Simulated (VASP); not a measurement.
Here is a VASP 6.6.1 calculation.

INCAR

```
SYSTEM = CO
PREC = Accurate
ENCUT = 520
EDIFF = 1E-6
ISMEAR = -1
SIGMA = 0.05
LREAL = .False.
LASPH = .True.
NELM = 100
ALGO = Normal
ISIF = 2
LWAVE = .False.
LCHARG = .False.
GGA = PE
NBANDS = 30
```

KPOINTS

```
regular mesh
0
Gamma
  3 3 3
  0 0 0
```

The input POSCAR:

```
CO
1.0
    5.6300000000      0.0000000000      0.0000000000
    0.0000000000      5.6300000000      0.0000000000
    0.0000000000      0.0000000000      5.6300000000
C O
4 4
Direct
    0.9234069272      0.9905266430      0.9678689165
    0.5255062167      0.0462008881      0.3766575488
    0.3972451155      0.5141751332      0.0778586146
    0.0628198934      0.5397639432      0.5742847247
    0.0908353464      0.0515980462      0.0562936057
    0.4641891652      0.9212339254      0.5148083481
    0.5446449378      0.4018765542      1.0284658970
    0.9686641208      0.5572250444      0.4029321492
```

Potentials or basis: VASP PAW PBE potentials, release 64 (C, O).

Run with:

```sh
$ cat potpaw_PBE.64/C/POTCAR potpaw_PBE.64/O/POTCAR > POTCAR
$ mpirun -np 1 vasp_std > vasp.out
```

Task: What does it give for the band gap on the k mesh?

Result: 5.80 eV (least direct gap 5.83 eV).

Task: Estimate the largest force.

Result: 8.902 eV/Å.

Task: Estimate the pressure.

Result: 8.2 GPa.

Forces in eV/Å, atoms in the order of the input:
```
C   -2.361 -0.942 -1.354
C    1.700  3.018 -3.244
C   -6.738  5.335  2.186
C    2.282 -0.514  4.275
O    2.313  0.887  1.265
O   -1.625 -3.246  3.631
O    6.895 -4.999 -2.588
O   -2.467  0.461 -4.171
```

Caveat: the cell stands under pressure; this functional lacks dispersion, which holds the molecules together, so the pressure and a relaxed volume are unreliable; forces of over 1 eV/Å act on the atoms, so gaps and moduli don't describe the material at rest. As with any semilocal functional, this PBE gap is likely too small.
